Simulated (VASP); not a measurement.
A run of VASP 6.6.1:

INCAR

```
PREC = Accurate
ENCUT = 520
EDIFF = 1E-6
ISMEAR = 0
SIGMA = 0.15
LREAL = F
LASPH = T
NELM = 60
ALGO = Fast
ISIF = 2
LWAVE = F
LCHARG = F
GGA = PS
NBANDS = 36
KPAR = 4
```

KPOINTS

```
regular mesh
0
Gamma
  16 16 4
```

File POSCAR:

```
Sn
1.0
   -1.7265390000      1.7755470000     -2.3383420000
   -1.7265390000     -1.7755470000      2.3383420000
   -1.1510260000     10.0614330000      5.4561313333
Sn
4
Direct
   -0.1458333333     -0.4375000000      0.8750000000
    0.2291666667      0.6875000000      0.1250000000
    0.4375000000      0.3125000000      0.3750000000
    0.6458333333     -0.0625000000      0.6250000000
```

Potentials or basis: VASP PAW PBE potentials, release 64 (Sn_d).

The run is started by

```bash
$ cat potpaw_PBE.64/Sn_d/POTCAR > POTCAR
$ mpirun -np 4 vasp_std > vasp.out
```

Hardware: 4 MPI ranks on Oxide Virtual Turin-like Processor, with other jobs on the host.

**Question.** How long does it take, and how much memory?

**Answer.** It took 17 min on 4 MPI ranks on Oxide Virtual Turin-like Processor, on a shared host, peak memory 1.4 GiB a rank. Counts: scf iterations 12, k points 516.
